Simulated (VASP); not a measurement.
# GaN in VASP: settings compared, part 3 of 3

VASP 6.6.1.

**6. Electric field gradients, PBE, non-collinear spin, zero start, spin-orbit coupling**

File INCAR:

```
  PREC = Accurate
  ENCUT = 520
  EDIFF = 1E-8
  ISMEAR = -1
  SIGMA = 0.02
  LREAL = False
  LASPH = True
  NELM = 150
  ALGO = Normal
  ISIF = 2
  LWAVE = False
  LCHARG = False
  LNONCOLLINEAR = True
  MAGMOM = 0 0 0 0 0 0
  LORBIT = 11
  LSORBIT = True
  GGA_COMPAT = False
  LORBMOM = True
  GGA = PE
  LEFG = True
  NBANDS = 30
```

File KPOINTS:

```
regular mesh
0
Gamma
  13 13 13
```

File POSCAR:

```
GaN
1.0
    0.0000000000      1.9925000000      1.9925000000
    1.9925000000      0.0000000000      1.9925000000
    1.9925000000      1.9925000000      0.0000000000
Ga N
1 1
Direct
    0.5000000000      0.5000000000      0.5000000000
    0.0000000000      0.0000000000      0.0000000000
```

Potentials or basis: VASP PAW PBE potentials, release 64 (Ga_d, N).

On the command line:

```sh
> cat potpaw_PBE.64/Ga_d/POTCAR potpaw_PBE.64/N/POTCAR > POTCAR
> mpirun -np 1 vasp_ncl > vasp.out
```

OUTCAR:

```text
PREC = Accurate
   ENCUT = 520
   EDIFF = 1E-8
   ISMEAR = -1
   LREAL = False
   LASPH = True
   NELM = 150
   ISIF = 2
   LNONCOLLINEAR = True
   LORBIT = 11
   LSORBIT = True
   GGA = PE

 ion  position               nearest neighbor table
   1  0.500  0.500  0.500-   2 1.99   2 1.99   2 1.99   2 1.99   2 1.99   2 1.99
   2  0.000  0.000  0.000-   1 1.99   1 1.99   1 1.99   1 1.99   1 1.99   1 1.99

  LATTYP: Found a face centered cubic cell.
 ALAT       =     3.9850000000

  Lattice vectors:

 A1 = (   0.0000000000,   1.9925000000,   1.9925000000)
 A2 = (   1.9925000000,   0.0000000000,   1.9925000000)
 A3 = (   1.9925000000,   1.9925000000,   0.0000000000)

Analysis of symmetry for initial positions (statically):
=====================================================================
 Subroutine PRICEL returns:
 Original cell was already a primitive cell.

 Routine SETGRP: Setting up the symmetry group for a
 face centered cubic supercell.

 Subroutine GETGRP returns: Found 48 space group operations
 (whereof 48 operations were pure point group operations)
 out of a pool of 48 trial point group operations.

The static configuration has the point symmetry O_h .

Analysis of symmetry for dynamics (positions and initial velocities):
=====================================================================
 Subroutine PRICEL returns:
 Original cell was already a primitive cell.

 Routine SETGRP: Setting up the symmetry group for a
 face centered cubic supercell.

 Subroutine GETGRP returns: Found 48 space group operations
 (whereof 48 operations were pure point group operations)
 out of a pool of 48 trial point group operations.

The dynamic configuration has the point symmetry O_h .

Analysis of structural, dynamic, and magnetic symmetry:
=====================================================================
 Subroutine PRICEL returns:
 Original cell was already a primitive cell.

 Routine SETGRP: Setting up the symmetry group for a
 face centered cubic supercell.

 Subroutine GETGRP returns: Found 48 space group operations
 (whereof 48 operations were pure point group operations)
 out of a pool of 48 trial point group operations.

The overall configuration has the point symmetry O_h .

 Subroutine INISYM returns: Found 48 space group operations
 (whereof 48 operations are pure point group operations),
 and found     1 'primitive' translations

----------------------------------------------------------------------------------------

                                     Primitive cell

  volume of cell :      15.8207

  direct lattice vectors                    reciprocal lattice vectors
     0.000000000  1.992500000  1.992500000    -0.250941029  0.250941029  0.250941029
     1.992500000  0.000000000  1.992500000     0.250941029 -0.250941029  0.250941029
     1.992500000  1.992500000  0.000000000     0.250941029  0.250941029 -0.250941029

  length of vectors
     2.817820523  2.817820523  2.817820523     0.434642612  0.434642612  0.434642612

  position of ions in fractional coordinates (direct lattice)
[... 960 lines left out ...]

  energy  without entropy=      -10.5411909487  energy(sigma->0) =      -10.54119095

 Electric field gradients (V/A^2)
---------------------------------------------------------------------
 ion       V_xx      V_yy      V_zz      V_xy      V_xz      V_yz
---------------------------------------------------------------------
   1       0.000     0.000    -0.000    -0.002    -0.002    -0.002
   2       0.000     0.000     0.000     0.000     0.000     0.000
---------------------------------------------------------------------

 Electric field gradients after diagonalization (V/A^2)
 (convention: |V_zz| > |V_xx| > |V_yy|)
----------------------------------------------------------------------
 ion       V_xx      V_yy      V_zz     asymmetry (V_yy - V_xx)/ V_zz
----------------------------------------------------------------------
   1       0.002     0.002    -0.004       0.000
   2      -0.000    -0.000     0.000       0.000
----------------------------------------------------------------------

           NMR quadrupolar parameters

 Cq : quadrupolar parameter    Cq=e*Q*V_zz/h
 eta: asymmetry parameters     (V_yy - V_xx)/ V_zz
 Q  : nuclear electric quadrupole moment in mb (millibarn)
----------------------------------------------------------------------
 ion       Cq(MHz)       eta       Q (mb)
----------------------------------------------------------------------
   1      -0.000       0.000       1.000
   2       0.000       0.000       1.000
----------------------------------------------------------------------

 orbital moment (x)

 # of ion     p       d       tot
 ----------------------------------------
  1         0.000  -0.000  -0.000
  2        -0.000   0.000  -0.000
 ----------------------------------------
           -0.000  -0.000  -0.000

 orbital moment (y)

 # of ion     p       d       tot
 ----------------------------------------
  1         0.000  -0.000  -0.000
  2         0.000   0.000   0.000
 ----------------------------------------
            0.000  -0.000  -0.000

 orbital moment (z)

 # of ion     p       d       tot
 ----------------------------------------
  1        -0.000   0.000  -0.000
  2         0.000   0.000   0.000
 ----------------------------------------
           -0.000   0.000  -0.000

 Spin-Orbit-Coupling matrix elements

 Ion:    1  E_soc:     -0.0103353
 l=   1
     0.0000000    -0.0009485    -0.0009485
    -0.0009485     0.0000000    -0.0009485
    -0.0009485    -0.0009485     0.0000000
 l=   2
     0.0000000    -0.0001666     0.0000000    -0.0001666    -0.0006075
    -0.0001666     0.0000000    -0.0004556    -0.0001666    -0.0001519
     0.0000000    -0.0004556     0.0000000    -0.0004556     0.0000000
    -0.0001666    -0.0001666    -0.0004556     0.0000000    -0.0001519
    -0.0006075    -0.0001519     0.0000000    -0.0001519     0.0000000
 l=   3
     0.0000000     0.0000000     0.0000000     0.0000000     0.0000000     0.0000000     0.0000000
     0.0000000     0.0000000     0.0000000     0.0000000     0.0000000     0.0000000     0.0000000
     0.0000000     0.0000000     0.0000000     0.0000000     0.0000000     0.0000000     0.0000000
     0.0000000     0.0000000     0.0000000     0.0000000     0.0000000     0.0000000     0.0000000
     0.0000000     0.0000000     0.0000000     0.0000000     0.0000000     0.0000000     0.0000000
     0.0000000     0.0000000     0.0000000     0.0000000     0.0000000     0.0000000     0.0000000
     0.0000000     0.0000000     0.0000000     0.0000000     0.0000000     0.0000000     0.0000000

 Ion:    2  E_soc:     -0.0000783
 l=   1
     0.0000000    -0.0000130    -0.0000130
    -0.0000130     0.0000000    -0.0000130
    -0.0000130    -0.0000130     0.0000000
 l=   2
     0.0000000     0.0000000     0.0000000     0.0000000     0.0000000
     0.0000000     0.0000000     0.0000000     0.0000000     0.0000000
     0.0000000     0.0000000     0.0000000     0.0000000     0.0000000
     0.0000000     0.0000000     0.0000000     0.0000000     0.0000000
     0.0000000     0.0000000     0.0000000     0.0000000     0.0000000
 l=   3
     0.0000000     0.0000000     0.0000000     0.0000000     0.0000000     0.0000000     0.0000000
     0.0000000     0.0000000     0.0000000     0.0000000     0.0000000     0.0000000     0.0000000
     0.0000000     0.0000000     0.0000000     0.0000000     0.0000000     0.0000000     0.0000000
     0.0000000     0.0000000     0.0000000     0.0000000     0.0000000     0.0000000     0.0000000
     0.0000000     0.0000000     0.0000000     0.0000000     0.0000000     0.0000000     0.0000000
     0.0000000     0.0000000     0.0000000     0.0000000     0.0000000     0.0000000     0.0000000
     0.0000000     0.0000000     0.0000000     0.0000000     0.0000000     0.0000000     0.0000000

 total charge

# of ion       s       p       d       tot
------------------------------------------
    1        0.742   0.940  10.354  12.036
    2        1.241   2.654   0.000   3.895
--------------------------------------------------
tot          1.982   3.595  10.354  15.931

 magnetization (x)

# of ion       s       p       d       tot
------------------------------------------
    1        0.000  -0.000   0.000  -0.000
    2        0.000   0.000   0.000   0.000
--------------------------------------------------
tot          0.000  -0.000   0.000  -0.000

 magnetization (y)

# of ion       s       p       d       tot
------------------------------------------
    1       -0.000  -0.000   0.000  -0.000
    2        0.000   0.000   0.000   0.000
--------------------------------------------------
tot         -0.000  -0.000   0.000  -0.000

 magnetization (z)

# of ion       s       p       d       tot
------------------------------------------
    1       -0.000  -0.000  -0.000  -0.000
    2        0.000  -0.000   0.000  -0.000
--------------------------------------------------
tot         -0.000  -0.000  -0.000  -0.000
```

OSZICAR:

```text
N       E                     dE             d eps       ncg     rms          rms(c)
DAV:   1     0.132772003245E+03    0.13277E+03   -0.81595E+03  6370   0.243E+03
DAV:   2     0.359444599678E+01   -0.12918E+03   -0.11921E+03  5152   0.487E+02
DAV:   3    -0.122210655539E+02   -0.15816E+02   -0.15541E+02  5672   0.125E+02
DAV:   4    -0.126130194627E+02   -0.39195E+00   -0.39138E+00  5736   0.213E+01
DAV:   5    -0.126187265336E+02   -0.57071E-02   -0.57065E-02  6126   0.257E+00    0.798E+00
DAV:   6    -0.105510911370E+02    0.20676E+01   -0.32353E+00  8010   0.503E+01    0.219E+00
DAV:   7    -0.105561696940E+02   -0.50786E-02   -0.64168E-01  5612   0.749E+00    0.184E+00
DAV:   8    -0.105504408419E+02    0.57289E-02   -0.62732E-02  6852   0.607E+00    0.772E-01
DAV:   9    -0.105411179738E+02    0.93229E-02   -0.25309E-02  6882   0.504E+00    0.869E-02
DAV:  10    -0.105411831948E+02   -0.65221E-04   -0.14306E-03  5750   0.383E-01    0.372E-02
DAV:  11    -0.105411952334E+02   -0.12039E-04   -0.10640E-04  7810   0.164E-01    0.344E-02
DAV:  12    -0.105411937177E+02    0.15157E-05   -0.68213E-06  5546   0.292E-02    0.216E-02
DAV:  13    -0.105411911234E+02    0.25944E-05   -0.31600E-06  7748   0.296E-02    0.618E-03
DAV:  14    -0.105411909193E+02    0.20407E-06   -0.79711E-07  8286   0.163E-02    0.640E-04
DAV:  15    -0.105411909395E+02   -0.20216E-07   -0.59900E-08  5576   0.252E-03    0.258E-04
DAV:  16    -0.105411909503E+02   -0.10739E-07   -0.17656E-09  3240   0.628E-04    0.179E-04
DAV:  17    -0.105411909487E+02    0.15430E-08   -0.54984E-10  2958   0.263E-04
   1 F= -.10541191E+02 E0= -.10541191E+02  d E =-.760621E-11  mag=     0.0000    -0.0000    -0.0000
```

Run time: 5.2 min. Hardware: 1 thread of AMD EPYC 7R13, shared host; peak memory 0.21 GiB.

Results:

| Property | Result |
| --- | --- |
| Free energy | -10.5412 eV |
| Pressure | 70.3 GPa |
| Net moment | 0.00 μB per cell |
| Largest electric field gradient by atom | zero within the noise of the run |
| Valence electrons inside the program's atomic spheres | Ga 12.04; N 3.90 |

Moments on the atoms (μB; x, y, z):
```
Ga  0.00 0.00 0.00
N   0.00 0.00 0.00
```

Caveat: the cell stands under pressure.

**7. Summary**

| level | potentials or basis | spin | cell | gap on the mesh (eV) | pressure (GPa) |
| --- | --- | --- | --- | --- | --- |
| PBE | VASP PAW PBE potentials, release 64 (Ga_d, N) | off | a = 2.790 Å, angles 61.3°, 2 atoms | 1.81 | 70.4 |
| PBE | VASP PAW PBE potentials, release 64 (Ga_d, N) | off | a = 2.861 Å, angles 58.0°, 2 atoms | 1.71 | 70.6 |
| LDA | VASP PAW LDA potentials, release 64 (Ga_d, N) | off | a = 2.818 Å, angles 60.0°, 2 atoms | 1.73 | 52.3 |
| PBE | VASP PAW PBE potentials, release 64 (Ga_d, N) | non-collinear, zero start, SOC | a = 2.818 Å, angles 60.0°, 2 atoms | - | 70.3 |

Alike in all rows: task electric field gradients; k mesh 13 × 13 × 13; cutoff (eV) 520; smearing fermi-dirac 0.02 eV.

Caveats: the cell stands under pressure; an odd mesh through Γ misses points on the zone boundary, where band edges can lie (at least some runs).

Total energies depend on the potentials used, so only differences within one code and one set of settings carry meaning.
